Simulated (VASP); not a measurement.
# Au (P4/nmm) in VASP: notebook, part 2 of 2

VASP 6.6.1. The steps go on from the part before.

**3. Single point, PBE (atoms displaced along a vibrational mode)**

The input, INCAR:

```
SYSTEM = Au
  PREC = Accurate
  ENCUT = 520
  EDIFF = 1E-6
  ISMEAR = 0
  SIGMA = 0.15
  LREAL = .False.
  LASPH = .True.
  NELM = 80
  ALGO = Fast
  ISIF = 2
  LWAVE = .False.
  LCHARG = .False.
  GGA = PE
  NBANDS = 18
```

The input, KPOINTS:

```
Automatic mesh
0
Gamma
  16 16 12
  0 0 0
```

The input, POSCAR:

```
Au
1.0
    0.0000000000     -2.0455000000     -2.0455000000
    0.0000000000      2.0455000000     -2.0455000000
    4.0910000000      0.0000000000      0.0000000000
Au
2
Direct
    0.5000000000      0.5000000000      0.5061109753
    0.0000000000      0.0000000000     -0.0061109753
```

Potentials or basis: VASP PAW PBE potentials, release 64 (Au).

On the command line:

```
cat potpaw_PBE.64/Au/POTCAR > POTCAR
mpirun -np 1 vasp_std > vasp.out
```

OUTCAR:

```text
SYSTEM = Au
   PREC = Accurate
   ENCUT = 520
   EDIFF = 1E-6
   ISMEAR = 0
   LREAL = .False.
   LASPH = .True.
   NELM = 80
   ISIF = 2
   GGA = PE

 ion  position               nearest neighbor table
   1  0.500  0.500  0.506-   2 2.86   2 2.86   2 2.86   2 2.86   2 2.93   2 2.93   2 2.93   2 2.93

   2  0.000  0.000  0.994-   1 2.86   1 2.86   1 2.86   1 2.86   1 2.93   1 2.93   1 2.93   1 2.93

  LATTYP: Found a simple tetragonal cell.
 ALAT       =     2.8927738418
 C/A-ratio  =     1.4142135624

  Lattice vectors:

 A1 = (   0.0000000000,  -2.0455000000,  -2.0455000000)
 A2 = (   0.0000000000,   2.0455000000,  -2.0455000000)
 A3 = (   4.0910000000,   0.0000000000,   0.0000000000)

Analysis of symmetry for initial positions (statically):
=====================================================================
 Subroutine PRICEL returns:
 Original cell was already a primitive cell.

 Routine SETGRP: Setting up the symmetry group for a
 simple tetragonal supercell.

 Subroutine GETGRP returns: Found 16 space group operations
 (whereof  8 operations were pure point group operations)
 out of a pool of 16 trial point group operations.

The static configuration has the point symmetry C_4v.
 The point group associated with its full space group is D_4h.

Analysis of symmetry for dynamics (positions and initial velocities):
=====================================================================
 Subroutine PRICEL returns:
 Original cell was already a primitive cell.

 Routine SETGRP: Setting up the symmetry group for a
 simple tetragonal supercell.

 Subroutine GETGRP returns: Found 16 space group operations
 (whereof  8 operations were pure point group operations)
 out of a pool of 16 trial point group operations.

The dynamic configuration has the point symmetry C_4v.
 The point group associated with its full space group is D_4h.

 Subroutine INISYM returns: Found 16 space group operations
 (whereof  8 operations are pure point group operations),
 and found     1 'primitive' translations

----------------------------------------------------------------------------------------

                                     Primitive cell

  volume of cell :      34.2341

  direct lattice vectors                    reciprocal lattice vectors
     0.000000000 -2.045500000 -2.045500000     0.000000000 -0.244439012 -0.244439012
     0.000000000  2.045500000 -2.045500000     0.000000000  0.244439012 -0.244439012
     4.091000000  0.000000000  0.000000000     0.244439012  0.000000000  0.000000000

  length of vectors
     2.892773842  2.892773842  4.091000000     0.345688967  0.345688967  0.244439012

  position of ions in fractional coordinates (direct lattice)
     0.500000000  0.500000000  0.506110975
     0.000000000  0.000000000  0.993889025

  ion indices of the primitive-cell ions
   primitive index   ion index
                 1           1
                 2           2

----------------------------------------------------------------------------------------

 KPOINTS: Automatic mesh

Automatic generation of k-mesh.
 Grid dimensions read from file:
 generate k-points for:   16   16   12

 Generating k-lattice:

  Cartesian coordinates                     Fractional coordinates (reciprocal lattice)
     0.000000000 -0.015277438 -0.015277438     0.062500000  0.000000000  0.000000000
     0.000000000  0.015277438 -0.015277438     0.000000000  0.062500000  0.000000000
     0.020369918  0.000000000  0.000000000     0.000000000  0.000000000  0.083333333

  Length of vectors
     0.021605560  0.021605560  0.020369918

  Shift w.r.t. Gamma in fractional coordinates (k-lattice)
     0.000000000  0.000000000  0.000000000

 Subroutine IBZKPT returns following result:
 ===========================================

 Found    315 irreducible k-points:

 Following reciprocal coordinates:
            Coordinates               Weight
  0.000000  0.000000  0.000000      1.000000
  0.062500  0.000000  0.000000      4.000000
  0.125000  0.000000  0.000000      4.000000
  0.187500  0.000000  0.000000      4.000000
  0.250000  0.000000  0.000000      4.000000
  0.312500  0.000000  0.000000      4.000000
[... 16 lines left out ...]
  0.437500  0.125000  0.000000      8.000000
  0.500000  0.125000  0.000000      4.000000
 [... further k-points ...]
   k-points           NKPTS =    315   k-points in BZ     NKDIM =    315   number of bands    NBANDS=     18
   number of dos      NEDOS =    301   number of ions     NIONS =      2
   total plane-waves  NPLWV =  17280
   dimension x,y,z NGX =    24 NGY =   24 NGZ =   30
   dimension x,y,z NGXF=    48 NGYF=   48 NGZF=   60
   ions per type =               2
   NGX,Y,Z   is equivalent  to a cutoff of  13.79, 13.79, 12.19 a.u.
   NGXF,Y,Z  is equivalent  to a cutoff of  27.59, 27.59, 24.38 a.u.
 SYSTEM =  Au
   PREC   = accura    normal or accurate (medium, high low for compatibility)
   ISTART =      0    job   : 0-new  1-cont  2-samecut
   ICHARG =      2    charge: 1-file 2-atom 10-const
   ISPIN  =      1    spin polarized calculation?
   LNONCOLLINEAR =      F non collinear calculations
   LSORBIT =      F    spin-orbit coupling
   LASPH  =      T    aspherical Exc in radial PAW
   ENCUT  =  520.0 eV  38.22 Ry    6.18 a.u.   5.38  5.38  7.61*2*pi/ulx,y,z
   NELM   =     80;   NELMIN=  2; NELMDL= -5     # of ELM steps
   EDIFF  = 0.1E-05   stopping-criterion for ELM
   LREAL  =      F    real-space projection
[... 7 lines left out ...]
   TEBEG  =    0.0;   TEEND  =   0.0 temperature during run
   PSTRESS=    0.0 pullay stress
   NELECT =      22.0000    total number of electrons
   NUPDOWN=      -1.0000    fix difference up-down
   EMIN   =  10.00;   EMAX   =-10.00  energy-range for DOS
   EFERMI =   0.00;   METHOD = LEGACY
   ISMEAR =     0;   SIGMA  =   0.15  broadening in eV -4-tet -1-fermi 0-gaus
   EFERMI_NEDOS =   21; number of points for ismear=-14 and -15
   IALGO  =     68    algorithm
   IMIX   =      4    mixing-type and parameters
     AMIX     =   0.40;   BMIX     =  1.00
     AMIX_MAG =   1.60;   BMIX_MAG =  1.00
  volume/ion in A,a.u.               =      17.12       115.51
  Fermi-wavevector in a.u.,A,eV,Ry     =   1.412742  2.669696 27.155058  1.995840
  Thomas-Fermi vector in A             =   2.534459
   LORBIT       =      0    0 simple, 1 ext, 2 COOP (PROOUT), +10 PAW based schemes
   GGA     = PE    functional components
   LHFCALC =     F    Hartree Fock is set to
   AEXX    =    0.0000 exact exchange contribution
   IVDW    =     0    specifies the selected vdW correction
   LEPSILON=     F    determine dielectric tensor
   LRPA    =     F    only Hartree local field effects (RPA)
 non-spin polarized calculation
 RMM-DIIS sequential band-by-band and
 Gauss-broadening in eV      SIGMA  =   0.15
  energy-cutoff  :      520.00
  volume of cell :       34.23
 maximum number of plane-waves:       937
 NGX is ok and might be reduce to    24
   NGX = 11   NGY = 11   NGZ = 15

 number of electron      22.0000006 magnetization

 Free energy of the ion-electron system (eV)
  ---------------------------------------------------
  ext. energy  EPLUGINS =         0.00000000
  ---------------------------------------------------
  free energy    TOTEN  =        -6.39668945 eV

  energy without entropy =       -6.39138307  energy(sigma->0) =       -6.39403626

 E-fermi :   9.4184     XC(G=0): -12.6896

 val. band max:        9.4063833844   @ k =   0.5000   0.1875   0.0833
 cond. band min:       9.4271796251   @ k =   0.5000   0.1250   0.2500
 fundamental gap:      0.0207962406
 Fermi energy:         9.4184361932

 k-point     1 :       0.0000    0.0000    0.0000
  band No.  band energies     occupation
      1      -0.4104      2.00000
      2       2.3725      2.00000
      3       2.6818      2.00000
      4       4.7271      2.00000
      5       4.7271      2.00000
      6       4.7362      2.00000
[... 10 lines left out ...]
     17      26.5543      0.00000
     18      27.9106      0.00000

 k-point     2 :       0.0625    0.0000    0.0000
  band No.  band energies     occupation
      1      -0.3195      2.00000
      2       2.4313      2.00000
      3       2.7334      2.00000
      4       4.6929      2.00000
      5       4.7549      2.00000
      6       4.7758      2.00000
[... 10 lines left out ...]
     17      26.8968      0.00000
     18      27.4049      0.00000
[... 442 lines left out ...]
 k-point    24 :       0.5000    0.1250    0.0000
  band No.  band energies     occupation
      1       3.5199      2.00000
      2       3.5199      2.00000
      3       3.8644      2.00000
      4       3.8644      2.00000
      5       4.2844      2.00000
      6       4.2844      2.00000
[... 10 lines left out ...]
     17      23.7566      0.00000
     18      23.7566      0.00000

 [... further k-points ...]
[... 5 lines left out ...]
  --------------------------------------------------------------------------------------
  -------------------------------------------------------------------------------------
  Total        1.6091172      1.7074288      1.7074288      0.0000000      0.0000000      0.0000000
  in kB       75.3077730     79.9088253     79.9088253      0.0000000      0.0000000      0.0000000
  external PRESSURE =      78.3751412 kB  Pullay stress =       0.0000000 kB

 VOLUME and BASIS-vectors are now :
 -----------------------------------------------------------------------------
  energy-cutoff  :      520.00
  volume of cell :       34.23
      direct lattice vectors                 reciprocal lattice vectors
     0.000000000 -2.045500000 -2.045500000     0.000000000 -0.244439012 -0.244439012
     0.000000000  2.045500000 -2.045500000     0.000000000  0.244439012 -0.244439012
     4.091000000  0.000000000  0.000000000     0.244439012  0.000000000  0.000000000

 POSITION                                       TOTAL-FORCE (eV/Angst)
 -----------------------------------------------------------------------------------
      2.07050      0.00000     -2.04550        -0.429066     -0.000000     -0.000000
      4.06600      0.00000      0.00000         0.429066      0.000000      0.000000
 -----------------------------------------------------------------------------------
    total drift:                                0.000000     -0.000000      0.000000

  FREE ENERGIE OF THE ION-ELECTRON SYSTEM (eV)
  ---------------------------------------------------
  free  energy   TOTEN  =        -6.3966894507 eV

  energy  without entropy=       -6.3913830652  energy(sigma->0) =       -6.39403626
```

OSZICAR:

```text
N       E                     dE             d eps       ncg     rms          rms(c)
DAV:   1     0.124821979416E+03    0.12482E+03   -0.11594E+04 11628   0.117E+03
DAV:   2    -0.478642532034E+01   -0.12961E+03   -0.12358E+03 12102   0.261E+02
DAV:   3    -0.691911855093E+01   -0.21327E+01   -0.21202E+01 13362   0.340E+01
DAV:   4    -0.692850503310E+01   -0.93865E-02   -0.93852E-02 12432   0.240E+00
DAV:   5    -0.692859007412E+01   -0.85041E-04   -0.85039E-04 12516   0.239E-01    0.132E+01
RMM:   6    -0.643768145866E+01    0.49091E+00   -0.83186E-01 11352   0.689E+00    0.832E+00
RMM:   7    -0.640131272872E+01    0.36369E-01   -0.13419E-01 11689   0.297E+00    0.342E+00
RMM:   8    -0.639676212768E+01    0.45506E-02   -0.15607E-02 11760   0.928E-01    0.484E-01
RMM:   9    -0.639668026690E+01    0.81861E-04   -0.90436E-04 12368   0.232E-01    0.166E-01
RMM:  10    -0.639668701158E+01   -0.67447E-05   -0.13976E-04 12370   0.807E-02    0.951E-02
RMM:  11    -0.639669014151E+01   -0.31299E-05   -0.30378E-05 12155   0.337E-02    0.154E-02
RMM:  12    -0.639668945071E+01    0.69080E-06   -0.32704E-06 10077   0.115E-02
   1 F= -.63966895E+01 E0= -.63940363E+01  d E =-.530639E-02
```

stdout:

```text
POSCAR found type information on POSCAR Au
 POSCAR found :  1 types and       2 ions
 scaLAPACK will be used
 LDA part: xc-table for (Slater+PW92), standard interpolation
 POSCAR, INCAR and KPOINTS ok, starting setup
 FFT: planning ... GRIDC
 FFT: planning ... GRID_SOFT
 FFT: planning ... GRID
 WAVECAR not read
 entering main loop
```

Run time: 3.1 min. Hardware: 1 thread of Intel Xeon 8259CL, shared host; peak memory 0.27 GiB.

Results:

- Free energy: -6.3967 eV
- Pressure: 7.8 GPa
- Largest force: 0.429 eV/Å
- Band gap on the k mesh: zero (bands 11 and 12 overlap by 7.30 eV)

Forces in eV/Å, atoms in the order of the input:
```
Au  -0.429  0.000  0.000
Au   0.429  0.000  0.000
```

Stress tensor (GPa, compression positive):
```
7.53 0.00 0.00
0.00 7.99 0.00
0.00 0.00 7.99
```

Levels at points of the mesh, in eV from the Fermi level:
```
           k point  band 9  band 10  band 11  band 12  band 13  band 14
(0.00, 0.00, 0.00)   -2.03    -1.67    -1.67     1.03     5.71     9.98
(0.50, 0.00, 0.00)   -3.16    -3.16    -0.31    -0.31     8.45     8.45
(0.50, 0.50, 0.00)   -1.67    -1.67     1.02     1.02     5.72     5.72
(0.00, 0.00, 0.50)   -3.36    -3.36    -2.72    -2.56    14.60    14.60
(0.50, 0.00, 0.50)   -1.99    -1.99    -0.95    -0.95     3.03     3.03
(0.50, 0.50, 0.50)   -1.67    -1.67     4.68     4.68     6.08     6.08
```

Caveat: the cell differs from its parent crystal (atoms displaced along a vibrational mode); the cell stands under pressure; spin-orbit coupling is left out, which moves the levels of the heavy elements.

The gap in the log of VASP goes by the Fermi energy; the results here count the filled bands.